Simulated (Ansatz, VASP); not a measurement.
## SnGe4: VASP beside Ansatz

```
Sn Ge
1.0
     1.63002    0.94109   11.74346
    -1.63002    0.94109   11.74346
     0.00000   -1.88219   11.74346
Sn Ge
1 4
Cartesian
  0.0000 0.0000 0.0000
  0.0000 0.0000 20.8167
  0.0000 0.0000 7.0459
  0.0000 0.0000 28.1845
  0.0000 0.0000 14.4137
```

Alike in both runs: functional PBE; k mesh 6 × 6 × 6; occupations gaussian, width 0.1 eV; no spin polarisation.

Ansatz relaxed the structure, and its values are those at the end. VASP's run is a single point on that final structure, the one shown.

|  | VASP | Ansatz |
| --- | --- | --- |
| version | VASP 6.6.1 | Ansatz 0.2.0 |
| potentials or method | VASP PAW PBE potentials, release 64 (Sn_d, Ge_d), cutoff 520 eV | scalar-relativistic, plane waves, PAW |
| valence electrons in the cell | 70 | 70 |

|  | VASP | Ansatz | Ansatz less VASP |
| --- | --- | --- | --- |
| gap on the k mesh at the Fermi level (eV) | none | none | - |
| pressure (GPa) | 0.0 | 0.0 | 0.00 |
| rms of the force components (eV/Å) | 0.005 | 0.002 | -0.0026 |

A gap of «none» marks a metal or a gap that the smearing closes.

The k mesh is coarse, so the values compare programs but aren't converged.
